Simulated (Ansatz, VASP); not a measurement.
## One calculation of RbBr, two programs

```xyz
2
Lattice="4.0850 0.0000 0.0000 0.0000 4.0850 0.0000 0.0000 0.0000 4.1279" Properties=species:S:1:pos:R:3 pbc="T T T"
Rb    0.0000    0.0000    0.0000
Br    2.0425    2.0425    2.0640
```

Change from the starting cell: biaxial_xy strain -1.0%.

Alike in both runs: task single point; functional r2SCAN; k mesh 6 × 6 × 6; no spin polarisation.

|  | VASP | Ansatz |
| --- | --- | --- |
| version | VASP 6.6.1 | Ansatz 0.2.0 |
| potentials or method | VASP PAW PBE potentials, release 64 (Rb_sv, Br) | plane waves, PAW |
| plane-wave cutoff (eV) | 520 | 500 |
| occupations | gaussian, width 0.01 eV | fixed |
| valence electrons in the cell | 16 | 16 |

|  | VASP | Ansatz | Ansatz less VASP |
| --- | --- | --- | --- |
| gap on the k mesh at the Fermi level (eV) | 4.89 | 4.89 | -0.003 |
| pressure (GPa) | 0.4 | 0.4 | -0.03 |
| traceless stress, the component that is largest in VASP (GPa) | -0.22 | -0.22 | 0.000 |

VASP's potentials were made for PBE, not for r2SCAN.
